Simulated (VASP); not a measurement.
# BW3 in VASP: notebook, part 2 of 2

VASP 6.6.1. The steps go on from the part before.

**3. Relaxation of cell and atoms, PBE**

This run uses another cell than the first one: it holds 4 atoms, not 8.

The input, INCAR:

```
SYSTEM = BW3
PREC     = Accurate       ! precision mode
ENCUT    = 600            ! plane-wave cutoff, eV
EDIFF    = 1E-7           ! SCF threshold, eV
ISMEAR   = 0              ! smearing method
SIGMA    = 0.1            ! smearing width, eV
LREAL    = .FALSE.        ! projectors in reciprocal space
LASPH    = .TRUE.         ! aspherical terms in the spheres
NELM     = 100            ! most SCF steps
ALGO     = Fast           ! electronic algorithm
ISIF     = 3              ! what is computed and relaxed
LWAVE    = .FALSE.        ! write WAVECAR
LCHARG   = .FALSE.        ! write CHGCAR
GGA      = PE             ! functional
IBRION   = 2              ! ionic algorithm
NSW      = 100            ! ionic steps
EDIFFG   = -0.01          ! ionic threshold
```

The input, KPOINTS:

```
Automatic mesh
0
G
  12 12 12
  0 0 0
```

The input, POSCAR:

```
BW3
1.0
    3.8239419987      0.0000000000      0.0000000000
    0.0000000000      3.8239419987      0.0000000000
    0.0000000000      0.0000000000      3.8239419987
B W
1 3
Direct
    0.0000000000      0.0000000000      0.0000000000
    0.5000000000      0.5000000000      0.0000000000
    0.5000000000      0.0000000000      0.5000000000
    0.0000000000      0.5000000000      0.5000000000
```

Potentials or basis: VASP PAW PBE potentials, release 64 (B, W_sv).

Started as:

```
$ cat potpaw_PBE.64/B/POTCAR potpaw_PBE.64/W_sv/POTCAR > POTCAR
$ mpirun -np 1 vasp_std > vasp.out
```

OUTCAR:

```text
SYSTEM = BW3
   PREC = Accurate
   ENCUT = 600
   EDIFF = 1E-7
   ISMEAR = 0
   LREAL = .FALSE.
   LASPH = .TRUE.
   NELM = 100
   ISIF = 3
   GGA = PE
   IBRION = 2
   NSW = 100
   EDIFFG = -0.01

 ion  position               nearest neighbor table
   1  0.000  0.000  0.000-   2 2.70   3 2.70   4 2.70   3 2.70   4 2.70   2 2.70   4 2.70   4 2.70
                             2 2.70   3 2.70   3 2.70   2 2.70
   2  0.500  0.500  0.000-   1 2.70   3 2.70   4 2.70   3 2.70   4 2.70   1 2.70   3 2.70   3 2.70
                             1 2.70   4 2.70   4 2.70   1 2.70
   3  0.500  0.000  0.500-   1 2.70   2 2.70   4 2.70   1 2.70   2 2.70   2 2.70   4 2.70   2 2.70
                             1 2.70   4 2.70   1 2.70   4 2.70
   4  0.000  0.500  0.500-   1 2.70   2 2.70   3 2.70   1 2.70   2 2.70   1 2.70   3 2.70   1 2.70
                             2 2.70   3 2.70   2 2.70   3 2.70

  LATTYP: Found a simple cubic cell.
 ALAT       =     3.8239419987

  Lattice vectors:

 A1 = (   3.8239419987,   0.0000000000,   0.0000000000)
 A2 = (   0.0000000000,   3.8239419987,   0.0000000000)
 A3 = (   0.0000000000,   0.0000000000,   3.8239419987)

Analysis of symmetry for initial positions (statically):
=====================================================================
 Subroutine PRICEL returns:
 Original cell was already a primitive cell.

 Routine SETGRP: Setting up the symmetry group for a
 simple cubic supercell.

 Subroutine GETGRP returns: Found 48 space group operations
 (whereof 48 operations were pure point group operations)
 out of a pool of 48 trial point group operations.

The static configuration has the point symmetry O_h .

Analysis of symmetry for dynamics (positions and initial velocities):
=====================================================================
 Subroutine PRICEL returns:
 Original cell was already a primitive cell.

 Routine SETGRP: Setting up the symmetry group for a
 simple cubic supercell.

 Subroutine GETGRP returns: Found 48 space group operations
 (whereof 48 operations were pure point group operations)
 out of a pool of 48 trial point group operations.
[... 136 lines left out ...]
 conjugate gradient relaxation of ions
 non-spin polarized calculation
 RMM-DIIS sequential band-by-band and
 Gauss-broadening in eV      SIGMA  =   0.10
  energy-cutoff  :      600.00
  volume of cell :       55.92
 maximum number of plane-waves:      1890
 NGX is ok and might be reduce to    32

--------------------------------------- Ionic step        1  -------------------------------------------

 number of electron      44.9999992 magnetization

 Free energy of the ion-electron system (eV)
  ---------------------------------------------------
  ext. energy  EPLUGINS =         0.00000000
  ---------------------------------------------------
  free energy    TOTEN  =       -43.16048429 eV

  energy without entropy =      -43.15057198  energy(sigma->0) =      -43.15552813

------------------------ aborting loop because EDIFF is reached ----------------------------------------

  FORCE on cell =-STRESS in cart. coord.  units (eV):
  Direction    XX          YY          ZZ          XY          YZ          ZX
  --------------------------------------------------------------------------------------
  -------------------------------------------------------------------------------------
  Total        0.4751807      0.4751807      0.4751807      0.0000000     -0.0000000     -0.0000000
  in kB       13.6155605     13.6155605     13.6155605      0.0000000     -0.0000000     -0.0000000
  external PRESSURE =      13.6155605 kB  Pullay stress =       0.0000000 kB
[... 63 lines left out ...]
--------------------------------------- Ionic step        3  -------------------------------------------

 number of electron      44.9999991 magnetization

 Free energy of the ion-electron system (eV)
  ---------------------------------------------------
  ext. energy  EPLUGINS =         0.00000000
  ---------------------------------------------------
  free energy    TOTEN  =       -43.16160813 eV

  energy without entropy =      -43.15166117  energy(sigma->0) =      -43.15663465

 E-fermi :  10.9027     XC(G=0): -13.2601

 val. band max:       10.8860562283   @ k =   0.4167   0.2500   0.0833
 cond. band min:      10.9163697694   @ k =   0.5000   0.4167   0.0000
 fundamental gap:      0.0303135411
 Fermi energy:        10.9027122089

 k-point     1 :       0.0000    0.0000    0.0000
  band No.  band energies     occupation
      1     -63.5153      2.00000
      2     -63.3095      2.00000
      3     -63.3095      2.00000
      4     -28.3021      2.00000
      5     -28.3021      2.00000
      6     -28.3021      2.00000
[... 709 lines left out ...]
     26      12.2918      0.00000
     27      13.1405      0.00000

 [... further k-points ...]

------------------------ aborting loop because EDIFF is reached ----------------------------------------

  FORCE on cell =-STRESS in cart. coord.  units (eV):
  Direction    XX          YY          ZZ          XY          YZ          ZX
  --------------------------------------------------------------------------------------
  -------------------------------------------------------------------------------------
  Total        0.0007185      0.0007185      0.0007185      0.0000000      0.0000000     -0.0000000
  in kB        0.0204899      0.0204899      0.0204899      0.0000000      0.0000000     -0.0000000
  external PRESSURE =       0.0204899 kB  Pullay stress =       0.0000000 kB
[... 19 lines left out ...]
  FREE ENERGIE OF THE ION-ELECTRON SYSTEM (eV)
  ---------------------------------------------------
  free  energy   TOTEN  =       -43.1616081267 eV

  energy  without entropy=      -43.1516611718  energy(sigma->0) =      -43.15663465

 reached required accuracy - stopping structural energy minimisation
```

Wall time 2.6 min (1 thread of Intel Xeon 6975P-C (Granite Rapids), shared host); peak memory 0.28 GiB.

What came out:

```
Free energy                           : -43.1616 eV
Relaxed volume                        : 14.05 Å³/atom
Relaxed cell                          : a = 3.830 Å, b = 3.830 Å, c = 3.830 Å, α = 90.00°, β = 90.00°, γ = 90.00°
Space group after relaxing (to 0.1 Å) : Pm-3m (No. 221)
Energy gained by relaxing             : 0.3 meV/atom
Ionic steps                           : 3
Pressure after relaxing               : 0.0 GPa
Band gap on the k mesh                : zero (an odd number of electrons rules out a gap without spin polarisation)
```

Step by step:
```
step  energy change (eV)  largest force (eV/Å)  pressure (GPa)  volume (Å³)
   1              0.0000                0.0000            1.36        55.92
   2              0.0063                0.0000           -3.35        56.88
   3             -0.0011                0.0000            0.00        56.18
```

Final structure:
```
B W
1.0
     3.83007    0.00000    0.00000
     0.00000    3.83007    0.00000
     0.00000    0.00000    3.83007
B W
1 3
Direct
  0.00000 0.00000 0.00000
  0.50000 0.50000 0.00000
  0.50000 0.00000 0.50000
  0.00000 0.50000 0.50000
```

Caveat: spin-orbit coupling is left out, which moves the levels of the heavy elements.

**4. Single point, PBE**

The input, INCAR:

```
PREC     = Accurate       # precision mode
ENCUT    = 520            # plane-wave cutoff, eV
EDIFF    = 1E-6           # SCF threshold, eV
ISMEAR   = 0              # smearing method
SIGMA    = 0.2            # smearing width, eV
LREAL    = False          # projectors in reciprocal space
LASPH    = True           # aspherical terms in the spheres
NELM     = 60             # most SCF steps
ALGO     = Fast           # electronic algorithm
ISIF     = 2              # what is computed and relaxed
LWAVE    = False          # write WAVECAR
LCHARG   = False          # write CHGCAR
GGA      = PE             # functional
NBANDS   = 55             # bands
```

The input, KPOINTS:

```
regular mesh
0
Gamma
  6 6 4
```

The input, POSCAR:

```
BW3
1.0
   -3.8237564942     -0.0000208380     -0.0000484857
   -0.0000614454     -0.0001639340     -3.8222198838
   -0.0000146860     -7.6698396667     -0.0000722119
B W
2 6
Direct
    1.0000031772      0.9999909573      0.9999959113
    1.0000018058      1.0000047562      0.5000023481
    0.4999977854      1.0000023336      0.7500017153
    0.4999997360      0.9999986514      0.2500014706
    0.4999987121      0.5000032181      0.4999994640
    0.5000001643      0.5000004910     -0.0000007511
    0.9999973223      0.4999986731      0.7499998204
    1.0000012968      0.5000009192      0.2500000213
```

Potentials or basis: VASP PAW PBE potentials, release 64 (B, W_sv).

Started as:

```
$ cat potpaw_PBE.64/B/POTCAR potpaw_PBE.64/W_sv/POTCAR > POTCAR
$ mpirun -np 1 vasp_std > vasp.out
```

OUTCAR:

```text
PREC = Accurate
   ENCUT = 520
   EDIFF = 1E-6
   ISMEAR = 0
   LREAL = False
   LASPH = True
   NELM = 60
   ISIF = 2
   GGA = PE

 ion  position               nearest neighbor table
   1  0.000  1.000  1.000-   6 2.70   6 2.70   6 2.70   6 2.70   8 2.71   7 2.71   7 2.71   8 2.71
                             3 2.71   3 2.71   4 2.71   4 2.71
   2  0.000  0.000  0.500-   5 2.70   5 2.70   5 2.70   5 2.70   8 2.71   7 2.71   7 2.71   8 2.71
                             4 2.71   3 2.71   3 2.71   4 2.71
   3  0.500  0.000  0.750-   7 2.70   7 2.70   7 2.70   7 2.70   6 2.71   5 2.71   6 2.71   5 2.71
                             1 2.71   1 2.71   2 2.71   2 2.71
   4  0.500  1.000  0.250-   8 2.70   8 2.70   8 2.70   8 2.70   5 2.71   6 2.71   5 2.71   6 2.71
                             2 2.71   2 2.71   1 2.71   1 2.71
   5  0.500  0.500  0.500-   2 2.70   2 2.70   2 2.70   2 2.70   4 2.71   3 2.71   4 2.71   3 2.71
                             8 2.71   7 2.71   8 2.71   7 2.71
   6  0.500  0.500  1.000-   1 2.70   1 2.70   1 2.70   1 2.70   3 2.71   4 2.71   3 2.71   4 2.71
                             7 2.71   8 2.71   7 2.71   8 2.71
   7  1.000  0.500  0.750-   3 2.70   3 2.70   3 2.70   3 2.70   1 2.71   2 2.71   1 2.71   2 2.71
                             6 2.71   5 2.71   5 2.71   6 2.71
   8  0.000  0.500  0.250-   4 2.70   4 2.70   4 2.70   4 2.70   1 2.71   2 2.71   2 2.71   1 2.71
                             6 2.71   5 2.71   5 2.71   6 2.71

  LATTYP: Found a simple monoclinic cell.
 ALAT       =     7.6698396671
 B/A-ratio  =     0.4985445147
 C/A-ratio  =     1.1172711313
 COS(beta)  =    -0.8950145638

  Lattice vectors:

 A1 = (  -0.0000146860,  -7.6698396667,  -0.0000722119)
 A2 = (  -3.8237564942,  -0.0000208380,  -0.0000484857)
 A3 = (  -0.0000467594,   7.6696757327,  -3.8221476719)

Analysis of symmetry for initial positions (statically):
=====================================================================
 Subroutine PRICEL returns:
 Original cell was already a primitive cell.

 Routine SETGRP: Setting up the symmetry group for a
[... 176 lines left out ...]
   GGA     = PE    functional components
   LHFCALC =     F    Hartree Fock is set to
   AEXX    =    0.0000 exact exchange contribution
   IVDW    =     0    specifies the selected vdW correction
   LEPSILON=     F    determine dielectric tensor
   LRPA    =     F    only Hartree local field effects (RPA)
 non-spin polarized calculation
 RMM-DIIS sequential band-by-band and
 Gauss-broadening in eV      SIGMA  =   0.20
  energy-cutoff  :      520.00
  volume of cell :      112.10
 maximum number of plane-waves:      3040
   NGX = 15   NGY = 15   NGZ = 29

 number of electron      90.0000026 magnetization

 Free energy of the ion-electron system (eV)
  ---------------------------------------------------
  ext. energy  EPLUGINS =         0.00000000
  ---------------------------------------------------
  free energy    TOTEN  =       -86.38342554 eV

  energy without entropy =      -86.31321188  energy(sigma->0) =      -86.34831871

 E-fermi :  10.9523     XC(G=0): -13.2735

 val. band max:       10.8869134571   @ k =  -0.0000   0.5000   0.2500
 cond. band min:      10.9725440393   @ k =  -0.0000  -0.1667   0.2500
 fundamental gap:      0.0856305822
 Fermi energy:        10.9522749915

 k-point     1 :       0.0000    0.0000    0.0000
  band No.  band energies     occupation
      1     -63.4800      2.00000
      2     -63.4152      2.00000
      3     -63.3340      2.00000
      4     -63.2746      2.00000
      5     -63.2741      2.00000
      6     -63.2690      2.00000
[... 1381 lines left out ...]
     54      12.9981      0.00000
     55      13.7088      0.00000

 [... further k-points ...]

------------------------ aborting loop because EDIFF is reached ----------------------------------------

  FORCE on cell =-STRESS in cart. coord.  units (eV):
  Direction    XX          YY          ZZ          XY          YZ          ZX
  --------------------------------------------------------------------------------------
  -------------------------------------------------------------------------------------
  Total        0.4297407      0.4477875      0.4457446     -0.0008215     -0.0049521     -0.0029212
  in kB        6.1422130      6.4001526      6.3709540     -0.0117419     -0.0707796     -0.0417518
  external PRESSURE =       6.3044399 kB  Pullay stress =       0.0000000 kB

 VOLUME and BASIS-vectors are now :
 -----------------------------------------------------------------------------
  energy-cutoff  :      520.00
  volume of cell :      112.10
      direct lattice vectors                 reciprocal lattice vectors
    -3.823756494 -0.000020838 -0.000048486    -0.261522930  0.000000501  0.000004204
    -0.000061445 -0.000163934 -3.822219884     0.000003317  0.000002463 -0.261628067
    -0.000014686 -7.669839667 -0.000072212     0.000000710 -0.130380822  0.000005592

 POSITION                                       TOTAL-FORCE (eV/Angst)
 -----------------------------------------------------------------------------------
     -0.00009     -7.66997     -3.82226         0.000031     -0.000104     -0.000089
     -0.00001     -3.83494     -0.00005         0.000031      0.000048      0.000032
     -1.91188     -5.75240     -0.00009        -0.000022      0.000265      0.000131
     -1.91194     -1.91765     -3.82226        -0.000058      0.000141     -0.000179
     -1.91191     -3.83501     -1.91118        -0.000017     -0.000194      0.000087
     -1.91192     -7.66993     -1.91121         0.000033     -0.000210      0.000044
     -3.82379     -5.75248     -1.91121        -0.000100      0.000042     -0.000109
     -0.00004     -1.91754     -1.91113         0.000101      0.000013      0.000084
 -----------------------------------------------------------------------------------
    total drift:                               -0.000006      0.000008      0.000011

  FREE ENERGIE OF THE ION-ELECTRON SYSTEM (eV)
  ---------------------------------------------------
  free  energy   TOTEN  =       -86.3834255362 eV

  energy  without entropy=      -86.3132118831  energy(sigma->0) =      -86.34831871
```

OSZICAR:

```text
N       E                     dE             d eps       ncg     rms          rms(c)
DAV:   1     0.122354384834E+04    0.12235E+04   -0.52208E+04  8360   0.190E+03
DAV:   2    -0.316817063758E+01   -0.12267E+04   -0.11989E+04  8419   0.609E+02
DAV:   3    -0.871502125006E+02   -0.83982E+02   -0.79855E+02  9963   0.144E+02
DAV:   4    -0.904112731325E+02   -0.32611E+01   -0.31402E+01 10352   0.243E+01
DAV:   5    -0.904914970975E+02   -0.80224E-01   -0.79605E-01 10288   0.365E+00    0.524E+01
RMM:   6    -0.867629071730E+02    0.37286E+01   -0.99499E+00  9563   0.123E+01    0.217E+01
RMM:   7    -0.864445424298E+02    0.31836E+00   -0.47026E+00 10267   0.831E+00    0.176E+00
RMM:   8    -0.863737245386E+02    0.70818E-01   -0.48076E-01 10328   0.273E+00    0.122E+00
RMM:   9    -0.863825988640E+02   -0.88743E-02   -0.12559E-01 11592   0.135E+00    0.484E-01
RMM:  10    -0.863833530689E+02   -0.75420E-03   -0.19700E-02 11689   0.568E-01    0.343E-01
RMM:  11    -0.863833809241E+02   -0.27855E-04   -0.31034E-03 11214   0.255E-01    0.483E-02
RMM:  12    -0.863834394982E+02   -0.58574E-04   -0.89532E-04 11044   0.130E-01    0.226E-02
RMM:  13    -0.863834234790E+02    0.16019E-04   -0.19655E-04 11523   0.671E-02    0.180E-02
RMM:  14    -0.863834256289E+02   -0.21498E-05   -0.67701E-05 11581   0.326E-02    0.114E-02
RMM:  15    -0.863834264795E+02   -0.85064E-06   -0.12460E-05  9436   0.139E-02    0.383E-03
RMM:  16    -0.863834255362E+02    0.94334E-06   -0.42661E-06  7668   0.763E-03
   1 F= -.86383426E+02 E0= -.86348319E+02  d E =-.702137E-01
```

Wall time 3.9 min (1 thread of Intel Xeon 6975P-C (Granite Rapids), shared host); peak memory 0.44 GiB.

What came out:

| Property | Result |
| --- | --- |
| Free energy | -86.3834 eV |
| Pressure | 0.6 GPa |
| Band gap on the k mesh | zero (bands 45 and 46 overlap by 1.93 eV) |

Levels at points of the mesh, in eV from the Fermi level:
```tsv
k point	band 43	band 44	band 45	band 46	band 47	band 48
(0.00, 0.00, 0.00)	-1.01	-1.01	-0.58	-0.20	0.65	0.65
(0.50, 0.00, 0.00)	-1.28	-1.04	-0.60	-0.18	0.06	0.17
(0.00, 0.50, 0.00)	-1.28	-1.03	-0.60	-0.17	0.06	0.18
(0.50, 0.50, 0.00)	-1.29	-1.29	0.10	0.19	0.19	0.37
(0.00, 0.00, 0.50)	-1.43	-1.43	0.16	0.16	1.86	1.86
(0.50, 0.00, 0.50)	-1.14	-1.14	-0.74	-0.74	-0.30	-0.30
(0.00, 0.50, 0.50)	-1.14	-1.14	-0.74	-0.74	-0.30	-0.30
(0.50, 0.50, 0.50)	-1.45	-1.45	-0.98	-0.98	1.00	1.00
```

Caveat: spin-orbit coupling is left out, which moves the levels of the heavy elements.

**5. Summary**

| task | cell | k mesh | cutoff (eV) | smearing | gap on the mesh (eV) | pressure (GPa) |
| --- | --- | --- | --- | --- | --- | --- |
| single point | a = 3.827, b = 3.827, c = 7.654 Å, 8 atoms, atomic positions A | 6 × 6 × 4 | 520 | gaussian 0.2 eV | none | 0.6 |
| relaxation of cell and atoms | relaxed from a = 3.824 Å, 4 atoms, atomic positions B | 12 × 12 × 12 | 600 | gaussian 0.1 eV | none | 0.0 |
| single point | a = 3.824, b = 3.822, c = 7.670 Å, 8 atoms, atomic positions A | 6 × 6 × 4 | 520 | gaussian 0.2 eV | none | 0.6 |

Alike in all rows: level PBE; potentials or basis VASP PAW PBE potentials, release 64 (B, W_sv); no spin polarisation.

Caveats: spin-orbit coupling is left out, which moves the levels of the heavy elements.

Absolute energies hang on the potentials; compare differences alone.

The gap in the log of VASP goes by the Fermi energy; the results here count the filled bands.